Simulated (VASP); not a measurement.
The system is HfN.

```
Hf N
1.0
     3.85671    0.00000    0.00000
     0.00000    3.85671    0.00000
     0.00000    0.00000    4.81847
Hf N
2 2
Cartesian
  1.9284 0.0000 0.8523
  0.0000 1.9284 3.9662
  0.0000 0.0000 0.0000
  1.9284 1.9284 0.0000
```

Base run:

* Program: VASP 6.6.1
* Functional: PBEsol
* Potentials or basis: VASP PAW PBE potentials, release 64 (Hf_pv, N)
* Cutoff: 520 eV
* k mesh: 10 × 10 × 8
* Occupations: gaussian, width 0.05 eV
* Spin: no spin polarisation

Its results: band gap on the k mesh zero (band 15 reaches 4.81 eV, above the bottom of band 16 at 2.63 eV); pressure -5.6 GPa; largest force 0.568 eV/Å.

**Question.** The run is repeated on the same cell with these changes: functional from PBEsol to PBE. What comes out?

**Answer.** Band gap on the k mesh zero (band 15 reaches 5.01 eV, above the bottom of band 16 at 2.78 eV); pressure -1.3 GPa; largest force 0.183 eV/Å.

PBE binds less tightly than PBEsol, so the same cell stands under more pressure.

Caveats: spin-orbit coupling is left out, which moves the levels of the heavy elements; the PAW data sets were made with another functional, which shifts forces and pressure a little (some runs).
